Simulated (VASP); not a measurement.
# BeS (Fm-3m) in VASP: a series of runs

BeS is run at these levels: r2SCAN; tasks: single point.

All numbers are computed with VASP 6.6.1; they aren't measurements. Logs are shortened: lines on timing, memory, paths and dates and some standing lists are left out, and cuts for length are marked.

## (1) The cell of the first run

The structure is cubic, space group Fm-3m (No. 225). The conventional cell has a = 4.449 Å, b = 4.449 Å, c = 4.449 Å, α = 90.00°, β = 90.00°, γ = 90.00°. Be (site symmetry m-3m) has 6 S at 2.22 Å within 2.9 Å. S (site symmetry m-3m) has 6 Be at 2.22 Å within 2.9 Å.

## (2) Single point, r2SCAN (strain -4.0%)

POSCAR

```
BeS
1.0
    0.0000000000      2.2246053091      2.2246053091
    2.2246053091      0.0000000000      2.2246053091
    2.2246053091      2.2246053091      0.0000000000
Be S
1 1
Direct
    0.0000000000      0.0000000000      0.0000000000
    0.5000000000      0.5000000000      0.5000000000
```

INCAR.step1

```
SYSTEM = BeS
ALGO     = Normal         ! electronic algorithm
EDIFF    = 1E-4           ! SCF threshold, eV
ENCUT    = 520            ! plane-wave cutoff, eV
GGA      = PE             ! functional
ISMEAR   = 0              ! smearing method
LASPH    = .True.         ! aspherical terms in the spheres
LCHARG   = .False.        ! write CHGCAR
LREAL    = .False.        ! projectors in reciprocal space
LWAVE    = .True.         ! write WAVECAR
NBANDS   = 11             ! bands
NELM     = 100            ! most SCF steps
PREC     = Accurate       ! precision mode
SIGMA    = 0.01           ! smearing width, eV
```

INCAR.step2

```
SYSTEM = BeS
ALGO     = Normal         ! electronic algorithm
EDIFF    = 1E-6           ! SCF threshold, eV
ENCUT    = 520            ! plane-wave cutoff, eV
ISIF     = 2              ! what is computed and relaxed
ISMEAR   = 0              ! smearing method
ISTART   = 1            
LASPH    = .True.         ! aspherical terms in the spheres
LCHARG   = .False.        ! write CHGCAR
LMIXTAU  = .True.       
LREAL    = .False.        ! projectors in reciprocal space
LWAVE    = .False.        ! write WAVECAR
METAGGA  = R2SCAN         ! meta-GGA
NBANDS   = 11             ! bands
NELM     = 100            ! most SCF steps
PREC     = Accurate       ! precision mode
SIGMA    = 0.01           ! smearing width, eV
```

KPOINTS

```
k-points
0
Gamma
  10 10 10
  0 0 0
```

Potentials or basis: VASP PAW PBE potentials, release 64 (Be, S).

The run is started by

```bash
$ cat potpaw_PBE.64/Be/POTCAR potpaw_PBE.64/S/POTCAR > POTCAR
$ cp INCAR.step1 INCAR
$ mpirun -np 1 vasp_std > vasp.out
$ cp INCAR.step2 INCAR
$ mpirun -np 1 vasp_std > vasp.out
```

OUTCAR:

```text
SYSTEM = BeS
   EDIFF = 1E-6
   ENCUT = 520
   ISIF = 2
   ISMEAR = 0
   ISTART = 1
   LASPH = .True.
   LREAL = .False.
   METAGGA = R2SCAN
   NELM = 100
   PREC = Accurate

 ion  position               nearest neighbor table
   1  0.000  0.000  0.000-   2 2.22   2 2.22   2 2.22   2 2.22   2 2.22   2 2.22
   2  0.500  0.500  0.500-   1 2.22   1 2.22   1 2.22   1 2.22   1 2.22   1 2.22

  LATTYP: Found a face centered cubic cell.
 ALAT       =     4.4492106182

  Lattice vectors:

 A1 = (   0.0000000000,   2.2246053091,   2.2246053091)
 A2 = (   2.2246053091,   0.0000000000,   2.2246053091)
 A3 = (   2.2246053091,   2.2246053091,   0.0000000000)

Analysis of symmetry for initial positions (statically):
=====================================================================
 Subroutine PRICEL returns:
 Original cell was already a primitive cell.

 Routine SETGRP: Setting up the symmetry group for a
 face centered cubic supercell.

 Subroutine GETGRP returns: Found 48 space group operations
[... 9 lines left out ...]

 Routine SETGRP: Setting up the symmetry group for a
 face centered cubic supercell.

 Subroutine GETGRP returns: Found 48 space group operations
[... 11 lines left out ...]
                                     Primitive cell

  volume of cell :      22.0186

  direct lattice vectors                    reciprocal lattice vectors
     0.000000000  2.224605309  2.224605309    -0.224758971  0.224758971  0.224758971
     2.224605309  0.000000000  2.224605309     0.224758971 -0.224758971  0.224758971
     2.224605309  2.224605309  0.000000000     0.224758971  0.224758971 -0.224758971

  length of vectors
     3.146066999  3.146066999  3.146066999     0.389293957  0.389293957  0.389293957

  position of ions in fractional coordinates (direct lattice)
     0.000000000  0.000000000  0.000000000
     0.500000000  0.500000000  0.500000000

  ion indices of the primitive-cell ions
   primitive index   ion index
                 1           1
                 2           2

----------------------------------------------------------------------------------------

 KPOINTS: k-points

Automatic generation of k-mesh.
 Grid dimensions read from file:
 generate k-points for:   10   10   10

 Generating k-lattice:

  Cartesian coordinates                     Fractional coordinates (reciprocal lattice)
    -0.022475897  0.022475897  0.022475897     0.100000000  0.000000000  0.000000000
     0.022475897 -0.022475897  0.022475897     0.000000000  0.100000000  0.000000000
     0.022475897  0.022475897 -0.022475897     0.000000000  0.000000000  0.100000000

  Length of vectors
     0.038929396  0.038929396  0.038929396

  Shift w.r.t. Gamma in fractional coordinates (k-lattice)
     0.000000000  0.000000000  0.000000000

 Subroutine IBZKPT returns following result:
 ===========================================

 Found     47 irreducible k-points:

 Following reciprocal coordinates:
            Coordinates               Weight
  0.000000  0.000000  0.000000      1.000000
  0.100000  0.000000  0.000000      8.000000
  0.200000  0.000000  0.000000      8.000000
  0.300000  0.000000  0.000000      8.000000
  0.400000  0.000000  0.000000      8.000000
  0.500000  0.000000  0.000000      4.000000
[... 16 lines left out ...]
  0.300000  0.300000  0.000000      6.000000
  0.400000  0.300000  0.000000     24.000000
 [... further k-points ...]
   k-points           NKPTS =     47   k-points in BZ     NKDIM =     47   number of bands    NBANDS=     11
   number of dos      NEDOS =    301   number of ions     NIONS =      2
   total plane-waves  NPLWV =  13824
   dimension x,y,z NGX =    24 NGY =   24 NGZ =   24
   dimension x,y,z NGXF=    48 NGYF=   48 NGZF=   48
   ions per type =               1   1
   NGX,Y,Z   is equivalent  to a cutoff of  12.68, 12.68, 12.68 a.u.
   NGXF,Y,Z  is equivalent  to a cutoff of  25.36, 25.36, 25.36 a.u.
 SYSTEM =  BeS
   PREC   = accura    normal or accurate (medium, high low for compatibility)
   ISTART =      1    job   : 0-new  1-cont  2-samecut
   ICHARG =      0    charge: 1-file 2-atom 10-const
   ISPIN  =      1    spin polarized calculation?
   LNONCOLLINEAR =      F non collinear calculations
   LSORBIT =      F    spin-orbit coupling
   LASPH  =      T    aspherical Exc in radial PAW
   ENCUT  =  520.0 eV  38.22 Ry    6.18 a.u.   5.85  5.85  5.85*2*pi/ulx,y,z
   NELM   =    100;   NELMIN=  2; NELMDL=  0     # of ELM steps
   EDIFF  = 0.1E-05   stopping-criterion for ELM
   LREAL  =      F    real-space projection
[... 7 lines left out ...]
   TEBEG  =    0.0;   TEEND  =   0.0 temperature during run
   PSTRESS=    0.0 pullay stress
   NELECT =       8.0000    total number of electrons
   NUPDOWN=      -1.0000    fix difference up-down
   EMIN   =  10.00;   EMAX   =-10.00  energy-range for DOS
   EFERMI =   0.00;   METHOD = LEGACY
   ISMEAR =     0;   SIGMA  =   0.01  broadening in eV -4-tet -1-fermi 0-gaus
   EFERMI_NEDOS =   21; number of points for ismear=-14 and -15
   IALGO  =     38    algorithm
   IMIX   =      4    mixing-type and parameters
     AMIX     =   0.40;   BMIX     =  1.00
     AMIX_MAG =   1.60;   BMIX_MAG =  1.00
  volume/ion in A,a.u.               =      11.01        74.29
  Fermi-wavevector in a.u.,A,eV,Ry     =   1.168177  2.207534 18.567010  1.364637
  Thomas-Fermi vector in A             =   2.304667
   LORBIT       =      0    0 simple, 1 ext, 2 COOP (PROOUT), +10 PAW based schemes
   METAGGA = R2SCAN    functional components
   LHFCALC =     F    Hartree Fock is set to
   AEXX    =    0.0000 exact exchange contribution
   IVDW    =     0    specifies the selected vdW correction
   LEPSILON=     F    determine dielectric tensor
   LRPA    =     F    only Hartree local field effects (RPA)
 non-spin polarized calculation
 Gauss-broadening in eV      SIGMA  =   0.01
  energy-cutoff  :      520.00
  volume of cell :       22.02
 maximum number of plane-waves:       609
   NGX = 11   NGY = 11   NGZ = 11

 number of electron       8.0000000 magnetization

 Free energy of the ion-electron system (eV)
  ---------------------------------------------------
  ext. energy  EPLUGINS =         0.00000000
  ---------------------------------------------------
  free energy    TOTEN  =       -13.41460062 eV

  energy without entropy =      -13.41460062  energy(sigma->0) =      -13.41460062

 E-fermi :   8.1429     XC(G=0): -11.6687

 val. band max:        8.0022663565   @ k =  -0.2000   0.1000   0.0000
 cond. band min:       9.4369483103   @ k =   0.5000   0.5000   0.0000
 fundamental gap:      1.4346819539
 Fermi energy:         8.1429077434

 k-point     1 :       0.0000    0.0000    0.0000
  band No.  band energies     occupation
      1      -8.8900      2.00000
      2       7.7393      2.00000
      3       7.7393      2.00000
      4       7.7393      2.00000
      5      15.8523      0.00000
      6      17.2196      0.00000
      7      17.2196      0.00000
      8      17.2196      0.00000
      9      19.3682      0.00000
     10      19.3682      0.00000
     11      19.3682      0.00000

 k-point     2 :       0.1000    0.0000    0.0000
  band No.  band energies     occupation
      1      -8.7135      2.00000
      2       6.7128      2.00000
      3       7.6762      2.00000
      4       7.6762      2.00000
      5      15.8492      0.00000
      6      17.1027      0.00000
      7      17.1027      0.00000
      8      17.4157      0.00000
      9      18.0534      0.00000
     10      18.0534      0.00000
     11      19.6917      0.00000

 k-point     3 :       0.2000    0.0000    0.0000
  band No.  band energies     occupation
      1      -8.1991      2.00000
      2       4.5453      2.00000
      3       7.5436      2.00000
      4       7.5436      2.00000
      5      14.8424      0.00000
      6      15.2443      0.00000
      7      15.2443      0.00000
      8      19.1403      0.00000
      9      19.1403      0.00000
     10      19.2251      0.00000
     11      20.0630      0.00000

 k-point     4 :       0.3000    0.0000    0.0000
  band No.  band energies     occupation
      1      -7.4084      2.00000
      2       2.2516      2.00000
      3       7.4400      2.00000
      4       7.4400      2.00000
      5      13.6558      0.00000
      6      13.6558      0.00000
      7      13.9120      0.00000
      8      20.2000      0.00000
      9      21.0822      0.00000
     10      21.0822      0.00000
     11      21.6413      0.00000

 k-point     5 :       0.4000    0.0000    0.0000
  band No.  band energies     occupation
      1      -6.5295      2.00000
      2       0.3864      2.00000
      3       7.4054      2.00000
      4       7.4054      2.00000
      5      12.6232      0.00000
      6      12.6232      0.00000
      7      13.3246      0.00000
      8      20.3511      0.00000
      9      23.4031      0.00000
     10      23.4031      0.00000
     11      24.1394      0.00000
[... 211 lines left out ...]
 k-point    21 :      -0.3000    0.2000    0.0000
  band No.  band energies     occupation
      1      -6.2739      2.00000
      2       1.4450      2.00000
      3       3.7684      2.00000
      4       7.1059      2.00000
      5      12.4872      0.00000
      6      13.5075      0.00000
      7      17.1858      0.00000
      8      20.0233      0.00000
      9      21.1264      0.00000
     10      22.6051      0.00000
     11      25.2905      0.00000

 k-point    22 :      -0.2000    0.2000    0.0000
  band No.  band energies     occupation
      1      -7.1257      2.00000
      2       3.0076      2.00000
      3       4.3030      2.00000
      4       7.8071      2.00000
      5      13.2529      0.00000
      6      13.4587      0.00000
      7      17.3631      0.00000
      8      18.3918      0.00000
      9      19.5417      0.00000
     10      21.8792      0.00000
     11      25.4628      0.00000

 k-point    23 :       0.3000    0.3000    0.0000
  band No.  band energies     occupation
      1      -6.8449      2.00000
      2       3.4316      2.00000
      3       5.1448      2.00000
      4       5.1448      2.00000
      5      10.6912      0.00000
      6      13.4107      0.00000
      7      20.1289      0.00000
      8      20.1289      0.00000
      9      20.9691      0.00000
     10      22.9091      0.00000
     11      25.5626      0.00000

 k-point    24 :       0.4000    0.3000    0.0000
  band No.  band energies     occupation
      1      -6.1063      2.00000
      2       2.0871      2.00000
      3       4.3991      2.00000
      4       4.8805      2.00000
      5      10.4321      0.00000
      6      13.5896      0.00000
      7      19.2931      0.00000
      8      20.1061      0.00000
      9      22.5135      0.00000
     10      25.0524      0.00000
     11      27.0415      0.00000

 [... further k-points ...]

------------------------ aborting loop because EDIFF is reached ----------------------------------------

  FORCE on cell =-STRESS in cart. coord.  units (eV):
  Direction    XX          YY          ZZ          XY          YZ          ZX
  --------------------------------------------------------------------------------------
  -------------------------------------------------------------------------------------
  Total        2.3398986      2.3398986      2.3398986      0.0000000      0.0000000      0.0000000
  in kB      170.2623896    170.2623896    170.2623896      0.0000000      0.0000000      0.0000000
  external PRESSURE =     170.2623896 kB  Pullay stress =       0.0000000 kB

 VOLUME and BASIS-vectors are now :
 -----------------------------------------------------------------------------
  energy-cutoff  :      520.00
  volume of cell :       22.02
      direct lattice vectors                 reciprocal lattice vectors
     0.000000000  2.224605309  2.224605309    -0.224758971  0.224758971  0.224758971
     2.224605309  0.000000000  2.224605309     0.224758971 -0.224758971  0.224758971
     2.224605309  2.224605309  0.000000000     0.224758971  0.224758971 -0.224758971

 POSITION                                       TOTAL-FORCE (eV/Angst)
 -----------------------------------------------------------------------------------
      0.00000      0.00000      0.00000         0.000000      0.000000      0.000000
      2.22461      2.22461      2.22461        -0.000000     -0.000000     -0.000000
 -----------------------------------------------------------------------------------
    total drift:                               -0.000000     -0.000000      0.000000

  FREE ENERGIE OF THE ION-ELECTRON SYSTEM (eV)
  ---------------------------------------------------
  free  energy   TOTEN  =       -13.4146006221 eV

  energy  without entropy=      -13.4146006221  energy(sigma->0) =      -13.41460062
```

Wall time 38 s (1 thread of Intel Xeon Platinum 8488C (Sapphire Rapids), shared host); peak memory 0.14 GiB.

Results:

```
Free energy            : -13.4146 eV
Pressure               : 17.0 GPa
Band gap on the k mesh : 1.43 eV, indirect (least direct gap 4.86 eV)
```

Caveat: the cell differs from its parent crystal (strain -4.0%); the PAW data sets were made with another functional, which shifts forces and pressure a little.

## (3) Single point, r2SCAN (strain +2.0%)

POSCAR

```
BeS
1.0
    0.0000000000      2.3636431409      2.3636431409
    2.3636431409      0.0000000000      2.3636431409
    2.3636431409      2.3636431409      0.0000000000
Be S
1 1
Direct
    0.0000000000      0.0000000000      0.0000000000
    0.5000000000      0.5000000000      0.5000000000
```

INCAR.step1

```
SYSTEM = BeS
ALGO = Normal
EDIFF = 1E-4
ENCUT = 520
GGA = PE
ISMEAR = 0
LASPH = .TRUE.
LCHARG = .FALSE.
LREAL = .FALSE.
LWAVE = .TRUE.
NBANDS = 11
NELM = 100
PREC = Accurate
SIGMA = 0.01
```

INCAR.step2

```
SYSTEM = BeS
ALGO = Normal
EDIFF = 1E-6
ENCUT = 520
ISIF = 2
ISMEAR = 0
ISTART = 1
LASPH = .TRUE.
LCHARG = .FALSE.
LMIXTAU = .TRUE.
LREAL = .FALSE.
LWAVE = .FALSE.
METAGGA = R2SCAN
NBANDS = 11
NELM = 100
PREC = Accurate
SIGMA = 0.01
```

KPOINTS

```
k-points
0
G
  10 10 10
  0 0 0
```

Potentials or basis: VASP PAW PBE potentials, release 64 (Be, S).

The run is started by

```bash
$ cat potpaw_PBE.64/Be/POTCAR potpaw_PBE.64/S/POTCAR > POTCAR
$ cp INCAR.step1 INCAR
$ mpirun -np 1 vasp_std > vasp.out
$ cp INCAR.step2 INCAR
$ mpirun -np 1 vasp_std > vasp.out
```

Wall time 71 s (1 thread of Intel Xeon Platinum 8488C (Sapphire Rapids), shared host); peak memory 0.16 GiB.

The run converged. Its results:

```yaml
Free_energy: -13.5218 eV
Pressure: -6.0 GPa
Band_gap_on_the_k_mesh: 1.35 eV, indirect (least direct gap 4.32 eV)
```

Levels at points of the mesh, in eV from the valence-band top:
```tsv
k point	band 1	band 2	band 3	band 4	band 5	band 6	band 7	band 8	band 9
(0.00, 0.00, 0.00)	-15.18	-0.21	-0.21	-0.21	5.55	9.51	9.51	9.51	10.38
(0.50, 0.00, 0.00)	-13.03	-6.94	-0.44	-0.44	4.62	4.62	4.78	10.65	16.14
(0.50, 0.50, 0.00)	-12.08	-6.42	-2.96	-2.96	1.35	5.16	12.47	12.47	14.21
```

Caveat: the cell differs from its parent crystal (strain +2.0%); the PAW data sets were made with another functional, which shifts forces and pressure a little.
